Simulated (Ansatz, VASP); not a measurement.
**One calculation of Sc2GaSbAs2, two programs**

```xyz
6
Lattice="-2.6263 2.6263 5.5776 2.6263 -2.6263 5.5776 2.6263 2.6263 -5.5776" Properties=species:S:1:pos:R:3 pbc="T T T"
Sc    0.0000    2.6263    2.7888
Sc    2.6263    0.0000    2.7888
Ga    0.0000    0.0000    0.0000
Sb    0.0000    0.0000    5.5776
As    0.0000    0.0000    2.5171
As    0.0000    0.0000    8.6381
```

Change from the starting cell: species swapped into the CeNi2B2C type (I4/mmm, No. 139).

Alike in both runs: functional PBE; k mesh 6 × 6 × 6; occupations gaussian, width 0.1 eV; no spin polarisation.

Ansatz relaxed the structure, and its values are those at the end. VASP's run is a single point on that final structure, the one shown.

|  | VASP | Ansatz |
| --- | --- | --- |
| version | VASP 6.6.1 | Ansatz 0.2.0 |
| potentials or method | VASP PAW PBE potentials, release 64 (Sc_sv, Ga_d, Sb, As), cutoff 520 eV | scalar-relativistic, plane waves, PAW |
| valence electrons in the cell | 50 | 80 |

Ansatz gave:

* gap on the k mesh at the Fermi level (eV): none
* pressure (GPa): 0.0
* rms of the force components (eV/Å): 0.002

Question: Estimate VASP's values.

Answer: gap on the k mesh at the Fermi level (eV): none; pressure (GPa): 0.2; rms of the force components (eV/Å): 0.006.

A gap of «none» marks a metal or a gap that the smearing closes. VASP's potentials hold 50 valence electrons a cell and Ansatz's 80, so a difference there can come from the potentials and not from the codes.

Spin-orbit coupling is off throughout.
